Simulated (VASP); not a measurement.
# SrCl2 (Fm-3m) in VASP: further runs

The runs below take SrCl2 through single point, with r2SCAN.

Everything below comes from runs of VASP 6.6.1. Logs are shortened: lines on timing, memory, paths and dates and some standing lists are left out, and cuts for length are marked.

### 1 The cell of the first run

The structure is cubic, space group Fm-3m (No. 225). Conventional cell: a = 6.884 Å, b = 6.884 Å, c = 6.884 Å, α = 90.00°, β = 90.00°, γ = 90.00°. Within 3.9 Å of Sr (site symmetry m-3m) lie 8 Cl at 2.98 Å. Within 3.9 Å of Cl (site symmetry -43m) lie 4 Sr at 2.98 Å and 6 Cl at 3.44 Å.

### 2 Single point, r2SCAN

POSCAR reads:

```
SrCl2
1.0
    0.0000000000      3.4422322770      3.4422322770
    3.4422322770      0.0000000000      3.4422322770
    3.4422322770      3.4422322770      0.0000000000
Sr Cl
1 2
Direct
    0.0000000000      0.0000000000      0.0000000000
    0.2500000000      0.2500000000      0.2500000000
    0.7500000000      0.7500000000      0.7500000000
```

INCAR.step1 reads:

```
PREC = Accurate ; ENCUT = 520
ISMEAR = 0 ; SIGMA = 0.02
LREAL = False ; LASPH = True
NELM = 80 ; NBANDS = 19
GGA = PE ; ALGO = Normal
EDIFF = 1E-4 ; LWAVE = True
LCHARG = False
```

INCAR.step2 reads:

```
PREC = Accurate ; ENCUT = 520
EDIFF = 1E-6 ; ISMEAR = 0
SIGMA = 0.02 ; LREAL = False
LASPH = True ; NELM = 80
ALGO = Normal ; ISIF = 2
LWAVE = False ; LCHARG = False
METAGGA = R2SCAN ; LMIXTAU = True
NBANDS = 19 ; ISTART = 1
```

KPOINTS reads:

```
regular mesh
0
Gamma
  6 6 6
```

Potentials or basis: VASP PAW PBE potentials, release 64 (Sr_sv, Cl).

Run with:

```
> cat potpaw_PBE.64/Sr_sv/POTCAR potpaw_PBE.64/Cl/POTCAR > POTCAR
> cp INCAR.step1 INCAR
> mpirun -np 1 vasp_std > vasp.out
> cp INCAR.step2 INCAR
> mpirun -np 1 vasp_std > vasp.out
```

OUTCAR:

```text
PREC = Accurate
   ENCUT = 520
   EDIFF = 1E-6
   ISMEAR = 0
   LREAL = False
   LASPH = True
   NELM = 80
   ISIF = 2
   METAGGA = R2SCAN
   ISTART = 1

 ion  position               nearest neighbor table
   1  0.000  0.000  0.000-   3 2.98   3 2.98   3 2.98   2 2.98   3 2.98   2 2.98   2 2.98   2 2.98

   2  0.250  0.250  0.250-   1 2.98   1 2.98   1 2.98   1 2.98
   3  0.750  0.750  0.750-   1 2.98   1 2.98   1 2.98   1 2.98

  LATTYP: Found a face centered cubic cell.
 ALAT       =     6.8844645540

  Lattice vectors:

 A1 = (   0.0000000000,   3.4422322770,   3.4422322770)
 A2 = (   3.4422322770,   0.0000000000,   3.4422322770)
 A3 = (   3.4422322770,   3.4422322770,   0.0000000000)

Analysis of symmetry for initial positions (statically):
=====================================================================
 Subroutine PRICEL returns:
 Original cell was already a primitive cell.

 Routine SETGRP: Setting up the symmetry group for a
 face centered cubic supercell.

 Subroutine GETGRP returns: Found 48 space group operations
 (whereof 48 operations were pure point group operations)
 out of a pool of 48 trial point group operations.

The static configuration has the point symmetry O_h .

Analysis of symmetry for dynamics (positions and initial velocities):
=====================================================================
 Subroutine PRICEL returns:
 Original cell was already a primitive cell.

 Routine SETGRP: Setting up the symmetry group for a
 face centered cubic supercell.

 Subroutine GETGRP returns: Found 48 space group operations
 (whereof 48 operations were pure point group operations)
 out of a pool of 48 trial point group operations.

The dynamic configuration has the point symmetry O_h .

 Subroutine INISYM returns: Found 48 space group operations
 (whereof 48 operations are pure point group operations),
 and found     1 'primitive' translations

----------------------------------------------------------------------------------------

                                     Primitive cell

  volume of cell :      81.5738

  direct lattice vectors                    reciprocal lattice vectors
[... 72 lines left out ...]
   ISTART =      1    job   : 0-new  1-cont  2-samecut
   ICHARG =      0    charge: 1-file 2-atom 10-const
   ISPIN  =      1    spin polarized calculation?
   LNONCOLLINEAR =      F non collinear calculations
   LSORBIT =      F    spin-orbit coupling
   LASPH  =      T    aspherical Exc in radial PAW
   ENCUT  =  520.0 eV  38.22 Ry    6.18 a.u.   9.05  9.05  9.05*2*pi/ulx,y,z
   NELM   =     80;   NELMIN=  2; NELMDL=  0     # of ELM steps
   EDIFF  = 0.1E-05   stopping-criterion for ELM
   LREAL  =      F    real-space projection
   EDIFFG = 0.1E-04   stopping-criterion for IOM
   NSW    =      0    number of steps for IOM
   IBRION =     -1    ionic relax: 0-MD 1-quasi-New 2-CG
   NFREE  =      0    steps in history (QN), initial steepest desc. (CG)
   ISIF   =      2    stress and relaxation
   ISYM   =      2    0-nonsym 1-usesym 2-fastsym
   POTIM  = 0.5000    time-step for ionic-motion
   TEBEG  =    0.0;   TEEND  =   0.0 temperature during run
   PSTRESS=    0.0 pullay stress
   NELECT =      24.0000    total number of electrons
   NUPDOWN=      -1.0000    fix difference up-down
   EMIN   =  10.00;   EMAX   =-10.00  energy-range for DOS
   EFERMI =   0.00;   METHOD = LEGACY
   ISMEAR =     0;   SIGMA  =   0.02  broadening in eV -4-tet -1-fermi 0-gaus
   EFERMI_NEDOS =   21; number of points for ismear=-14 and -15
   IALGO  =     38    algorithm
   IMIX   =      4    mixing-type and parameters
     AMIX     =   0.40;   BMIX     =  1.00
     AMIX_MAG =   1.60;   BMIX_MAG =  1.00
  volume/ion in A,a.u.               =      27.19       183.50
  Fermi-wavevector in a.u.,A,eV,Ry     =   1.088834  2.057598 16.130521  1.185560
  Thomas-Fermi vector in A             =   2.225024
   LORBIT       =      0    0 simple, 1 ext, 2 COOP (PROOUT), +10 PAW based schemes
   METAGGA = R2SCAN    functional components
   LHFCALC =     F    Hartree Fock is set to
   AEXX    =    0.0000 exact exchange contribution
   IVDW    =     0    specifies the selected vdW correction
   LEPSILON=     F    determine dielectric tensor
   LRPA    =     F    only Hartree local field effects (RPA)
 non-spin polarized calculation
 Gauss-broadening in eV      SIGMA  =   0.02
  energy-cutoff  :      520.00
  volume of cell :       81.57
 maximum number of plane-waves:      2210
   NGX = 19   NGY = 19   NGZ = 19

 number of electron      24.0000001 magnetization

 Free energy of the ion-electron system (eV)
  ---------------------------------------------------
  ext. energy  EPLUGINS =         0.00000000
  ---------------------------------------------------
  free energy    TOTEN  =       -35.67016750 eV

  energy without entropy =      -35.67016750  energy(sigma->0) =      -35.67016750

 E-fermi :   0.1967     XC(G=0):  -8.9542

 val. band max:        0.0496222511   @ k =   0.5000   0.5000   0.0000
 cond. band min:       6.0149398740   @ k =   0.5000   0.5000   0.0000
 fundamental gap:      5.9653176230
 Fermi energy:         0.1967043666

 k-point     1 :       0.0000    0.0000    0.0000
  band No.  band energies     occupation
      1     -33.7724      2.00000
      2     -15.1605      2.00000
      3     -15.1605      2.00000
      4     -15.1605      2.00000
      5     -13.9691      2.00000
      6     -13.0082      2.00000
[... 329 lines left out ...]
      6     -13.0852      2.00000
[... 11 lines left out ...]
     18      10.7453      0.00000
     19      11.0451      0.00000

------------------------ aborting loop because EDIFF is reached ----------------------------------------

  FORCE on cell =-STRESS in cart. coord.  units (eV):
  Direction    XX          YY          ZZ          XY          YZ          ZX
  --------------------------------------------------------------------------------------
  -------------------------------------------------------------------------------------
  Total        1.0453225      1.0453225      1.0453225     -0.0000000      0.0000000      0.0000000
  in kB       20.5310132     20.5310132     20.5310132     -0.0000000      0.0000000      0.0000000
  external PRESSURE =      20.5310132 kB  Pullay stress =       0.0000000 kB

 VOLUME and BASIS-vectors are now :
 -----------------------------------------------------------------------------
  energy-cutoff  :      520.00
  volume of cell :       81.57
      direct lattice vectors                 reciprocal lattice vectors
     0.000000000  3.442232277  3.442232277    -0.145254579  0.145254579  0.145254579
     3.442232277  0.000000000  3.442232277     0.145254579 -0.145254579  0.145254579
     3.442232277  3.442232277  0.000000000     0.145254579  0.145254579 -0.145254579

 POSITION                                       TOTAL-FORCE (eV/Angst)
 -----------------------------------------------------------------------------------
      0.00000      0.00000      0.00000         0.000000      0.000000     -0.000000
      1.72112      1.72112      1.72112         0.000000      0.000000      0.000000
      5.16335      5.16335      5.16335        -0.000000     -0.000000     -0.000000
 -----------------------------------------------------------------------------------
    total drift:                                0.000000      0.000000      0.000000

  FREE ENERGIE OF THE ION-ELECTRON SYSTEM (eV)
  ---------------------------------------------------
  free  energy   TOTEN  =       -35.6701674950 eV

  energy  without entropy=      -35.6701674950  energy(sigma->0) =      -35.67016750
```

OSZICAR.step1:

```text
N       E                     dE             d eps       ncg     rms          rms(c)
DAV:   1     0.139621096915E+03    0.13962E+03   -0.11473E+04   608   0.113E+03
DAV:   2    -0.395304312889E+01   -0.14357E+03   -0.13973E+03   783   0.219E+02
DAV:   3    -0.127243936113E+02   -0.87714E+01   -0.87453E+01   831   0.544E+01
DAV:   4    -0.130042288887E+02   -0.27984E+00   -0.27947E+00  1008   0.806E+00
DAV:   5    -0.130066274389E+02   -0.23986E-02   -0.23980E-02   829   0.802E-01    0.142E+01
DAV:   6    -0.127255502574E+02    0.28108E+00   -0.55938E-01   685   0.423E+00    0.905E+00
DAV:   7    -0.127359753053E+02   -0.10425E-01   -0.37426E-01   827   0.368E+00    0.203E+00
DAV:   8    -0.127396466719E+02   -0.36714E-02   -0.56073E-02   691   0.130E+00    0.429E-01
DAV:   9    -0.127406543234E+02   -0.10077E-02   -0.18889E-03   761   0.269E-01    0.156E-01
DAV:  10    -0.127419867096E+02   -0.13324E-02   -0.92402E-04   666   0.178E-01    0.413E-02
DAV:  11    -0.127420999596E+02   -0.11325E-03   -0.77449E-05   691   0.498E-02    0.404E-02
DAV:  12    -0.127421223943E+02   -0.22435E-04   -0.28089E-05   519   0.282E-02
   1 F= -.12742122E+02 E0= -.12742122E+02  d E =-.397262E-40
```

It took 55 s on 1 thread of Intel Xeon 6975P-C (Granite Rapids), shared host; peak memory 0.22 GiB.

What came out:

```yaml
Free_energy: -35.6702 eV
Pressure: 2.1 GPa
Band_gap_on_the_k_mesh: 5.97 eV
```

Levels at points of the mesh, in eV from the valence-band top:
```csv
k point,band 8,band 9,band 10,band 11,band 12,band 13,band 14,band 15,band 16,band 17
"(0.00, 0.00, 0.00)",-2.30,-2.30,-0.36,-0.36,-0.36,6.12,6.67,6.67,9.69,9.69
"(0.50, 0.00, 0.00)",-1.69,-1.56,-1.42,-1.12,-1.12,7.32,7.32,8.28,8.39,9.53
"(0.50, 0.50, 0.00)",-2.02,-2.02,-0.43,-0.43,0.00,5.97,7.90,8.32,8.82,8.82
```

Caveat: the PAW data sets were made with another functional, which shifts forces and pressure a little. A k mesh can miss the band edges.

### 3 Single point, r2SCAN

POSCAR is that of step 2.

INCAR.step1 reads:

```
SYSTEM = SrCl2
PREC = Accurate ; ENCUT = 520
ISMEAR = 0 ; SIGMA = 0.02
LREAL = .False. ; LASPH = .True.
NELM = 60 ; NBANDS = 19
GGA = PE ; ALGO = Normal
EDIFF = 1E-4 ; LWAVE = .True.
LCHARG = .False.
```

INCAR.step2 reads:

```
SYSTEM = SrCl2
PREC = Accurate ; ENCUT = 520
EDIFF = 1E-7 ; ISMEAR = 0
SIGMA = 0.02 ; LREAL = .False.
LASPH = .True. ; NELM = 60
ALGO = Normal ; ISIF = 2
LWAVE = .False. ; LCHARG = .False.
METAGGA = R2SCAN ; LMIXTAU = .True.
NBANDS = 19 ; ISTART = 1
```

KPOINTS reads:

```
regular mesh
0
Gamma
  6 6 6
  0 0 0
```

Potentials or basis: VASP PAW PBE potentials, release 64 (Sr_sv, Cl).

Run with:

```
> cat potpaw_PBE.64/Sr_sv/POTCAR potpaw_PBE.64/Cl/POTCAR > POTCAR
> cp INCAR.step1 INCAR
> mpirun -np 1 vasp_std > vasp.out
> cp INCAR.step2 INCAR
> mpirun -np 1 vasp_std > vasp.out
```

OUTCAR:

```text
SYSTEM = SrCl2
   PREC = Accurate
   ENCUT = 520
   EDIFF = 1E-7
   ISMEAR = 0
   LREAL = .False.
   LASPH = .True.
   NELM = 60
   ISIF = 2
   METAGGA = R2SCAN
   ISTART = 1

 ion  position               nearest neighbor table
   1  0.000  0.000  0.000-   3 2.98   3 2.98   3 2.98   2 2.98   3 2.98   2 2.98   2 2.98   2 2.98

   2  0.250  0.250  0.250-   1 2.98   1 2.98   1 2.98   1 2.98
   3  0.750  0.750  0.750-   1 2.98   1 2.98   1 2.98   1 2.98

  LATTYP: Found a face centered cubic cell.
 ALAT       =     6.8844645540

  Lattice vectors:

 A1 = (   0.0000000000,   3.4422322770,   3.4422322770)
 A2 = (   3.4422322770,   0.0000000000,   3.4422322770)
 A3 = (   3.4422322770,   3.4422322770,   0.0000000000)

Analysis of symmetry for initial positions (statically):
=====================================================================
 Subroutine PRICEL returns:
 Original cell was already a primitive cell.

 Routine SETGRP: Setting up the symmetry group for a
 face centered cubic supercell.

 Subroutine GETGRP returns: Found 48 space group operations
 (whereof 48 operations were pure point group operations)
 out of a pool of 48 trial point group operations.

The static configuration has the point symmetry O_h .

Analysis of symmetry for dynamics (positions and initial velocities):
=====================================================================
 Subroutine PRICEL returns:
 Original cell was already a primitive cell.

 Routine SETGRP: Setting up the symmetry group for a
 face centered cubic supercell.

 Subroutine GETGRP returns: Found 48 space group operations
 (whereof 48 operations were pure point group operations)
 out of a pool of 48 trial point group operations.

The dynamic configuration has the point symmetry O_h .

 Subroutine INISYM returns: Found 48 space group operations
 (whereof 48 operations are pure point group operations),
[... 104 lines left out ...]
   ISMEAR =     0;   SIGMA  =   0.02  broadening in eV -4-tet -1-fermi 0-gaus
   EFERMI_NEDOS =   21; number of points for ismear=-14 and -15
   IALGO  =     38    algorithm
   IMIX   =      4    mixing-type and parameters
     AMIX     =   0.40;   BMIX     =  1.00
     AMIX_MAG =   1.60;   BMIX_MAG =  1.00
  volume/ion in A,a.u.               =      27.19       183.50
  Fermi-wavevector in a.u.,A,eV,Ry     =   1.088834  2.057598 16.130521  1.185560
  Thomas-Fermi vector in A             =   2.225024
   LORBIT       =      0    0 simple, 1 ext, 2 COOP (PROOUT), +10 PAW based schemes
   METAGGA = R2SCAN    functional components
   LHFCALC =     F    Hartree Fock is set to
   AEXX    =    0.0000 exact exchange contribution
   IVDW    =     0    specifies the selected vdW correction
   LEPSILON=     F    determine dielectric tensor
   LRPA    =     F    only Hartree local field effects (RPA)
 non-spin polarized calculation
 Gauss-broadening in eV      SIGMA  =   0.02
  energy-cutoff  :      520.00
  volume of cell :       81.57
 maximum number of plane-waves:      2210
   NGX = 19   NGY = 19   NGZ = 19

 number of electron      24.0000001 magnetization

 Free energy of the ion-electron system (eV)
  ---------------------------------------------------
  ext. energy  EPLUGINS =         0.00000000
  ---------------------------------------------------
  free energy    TOTEN  =       -35.67016783 eV

  energy without entropy =      -35.67016783  energy(sigma->0) =      -35.67016783

 E-fermi :   0.1950     XC(G=0):  -8.9542

 val. band max:        0.0496289112   @ k =   0.5000   0.5000   0.0000
 cond. band min:       6.0148934030   @ k =   0.5000   0.5000   0.0000
 fundamental gap:      5.9652644918
 Fermi energy:         0.1949649563

 k-point     1 :       0.0000    0.0000    0.0000
  band No.  band energies     occupation
      1     -33.7725      2.00000
      2     -15.1606      2.00000
      3     -15.1606      2.00000
      4     -15.1606      2.00000
      5     -13.9690      2.00000
      6     -13.0082      2.00000
[... 329 lines left out ...]
      6     -13.0852      2.00000
[... 11 lines left out ...]
     18      10.7452      0.00000
     19      11.0451      0.00000

------------------------ aborting loop because EDIFF is reached ----------------------------------------

  FORCE on cell =-STRESS in cart. coord.  units (eV):
  Direction    XX          YY          ZZ          XY          YZ          ZX
  --------------------------------------------------------------------------------------
  -------------------------------------------------------------------------------------
  Total        1.0454034      1.0454034      1.0454034      0.0000000      0.0000000     -0.0000000
  in kB       20.5326012     20.5326012     20.5326012      0.0000000      0.0000000     -0.0000000
  external PRESSURE =      20.5326012 kB  Pullay stress =       0.0000000 kB

 VOLUME and BASIS-vectors are now :
 -----------------------------------------------------------------------------
  energy-cutoff  :      520.00
  volume of cell :       81.57
      direct lattice vectors                 reciprocal lattice vectors
     0.000000000  3.442232277  3.442232277    -0.145254579  0.145254579  0.145254579
     3.442232277  0.000000000  3.442232277     0.145254579 -0.145254579  0.145254579
     3.442232277  3.442232277  0.000000000     0.145254579  0.145254579 -0.145254579

 POSITION                                       TOTAL-FORCE (eV/Angst)
 -----------------------------------------------------------------------------------
      0.00000      0.00000      0.00000         0.000000      0.000000      0.000000
      1.72112      1.72112      1.72112        -0.000000      0.000000     -0.000000
      5.16335      5.16335      5.16335         0.000000     -0.000000      0.000000
 -----------------------------------------------------------------------------------
    total drift:                                0.000000      0.000000      0.000000

  FREE ENERGIE OF THE ION-ELECTRON SYSTEM (eV)
  ---------------------------------------------------
  free  energy   TOTEN  =       -35.6701678339 eV

  energy  without entropy=      -35.6701678339  energy(sigma->0) =      -35.67016783
```

OUTCAR.step1:

```text
SYSTEM = SrCl2
   PREC = Accurate
   ENCUT = 520
   ISMEAR = 0
   LREAL = .False.
   LASPH = .True.
[... 566 lines left out ...]
      0.00000      0.00000      0.00000         0.000000     -0.000000      0.000000
      1.72112      1.72112      1.72112        -0.000000     -0.000000     -0.000000
      5.16335      5.16335      5.16335         0.000000      0.000000      0.000000
 -----------------------------------------------------------------------------------
    total drift:                                0.000000      0.000000      0.000000

  FREE ENERGIE OF THE ION-ELECTRON SYSTEM (eV)
  ---------------------------------------------------
  free  energy   TOTEN  =       -12.7421223943 eV

  energy  without entropy=      -12.7421223943  energy(sigma->0) =      -12.74212239
```

OSZICAR.step1:

```text
N       E                     dE             d eps       ncg     rms          rms(c)
DAV:   1     0.139621096915E+03    0.13962E+03   -0.11473E+04   608   0.113E+03
DAV:   2    -0.395304312889E+01   -0.14357E+03   -0.13973E+03   783   0.219E+02
DAV:   3    -0.127243936113E+02   -0.87714E+01   -0.87453E+01   831   0.544E+01
DAV:   4    -0.130042288887E+02   -0.27984E+00   -0.27947E+00  1008   0.806E+00
DAV:   5    -0.130066274389E+02   -0.23986E-02   -0.23980E-02   829   0.802E-01    0.142E+01
DAV:   6    -0.127255502574E+02    0.28108E+00   -0.55938E-01   685   0.423E+00    0.905E+00
DAV:   7    -0.127359753053E+02   -0.10425E-01   -0.37426E-01   827   0.368E+00    0.203E+00
DAV:   8    -0.127396466719E+02   -0.36714E-02   -0.56073E-02   691   0.130E+00    0.429E-01
DAV:   9    -0.127406543234E+02   -0.10077E-02   -0.18889E-03   761   0.269E-01    0.156E-01
DAV:  10    -0.127419867096E+02   -0.13324E-02   -0.92402E-04   666   0.178E-01    0.413E-02
DAV:  11    -0.127420999596E+02   -0.11325E-03   -0.77449E-05   691   0.498E-02    0.404E-02
DAV:  12    -0.127421223943E+02   -0.22435E-04   -0.28089E-05   519   0.282E-02
   1 F= -.12742122E+02 E0= -.12742122E+02  d E =-.397262E-40
```

It took 57 s on 1 thread of Intel Xeon 6975P-C (Granite Rapids), shared host; peak memory 0.22 GiB.

Results:

```yaml
Free_energy: -35.6702 eV
Pressure: 2.1 GPa
Band_gap_on_the_k_mesh: 5.97 eV
```

Levels at points of the mesh, in eV from the valence-band top:
| k point | band 10 | band 11 | band 12 | band 13 | band 14 | band 15 |
| --- | --- | --- | --- | --- | --- | --- |
| (0.00, 0.00, 0.00) | -0.36 | -0.36 | -0.36 | 6.12 | 6.67 | 6.67 |
| (0.50, 0.00, 0.00) | -1.42 | -1.12 | -1.12 | 7.32 | 7.32 | 8.28 |
| (0.50, 0.50, 0.00) | -0.43 | -0.43 | 0.00 | 5.97 | 7.90 | 8.32 |

Caveat: the PAW data sets were made with another functional, which shifts forces and pressure a little.
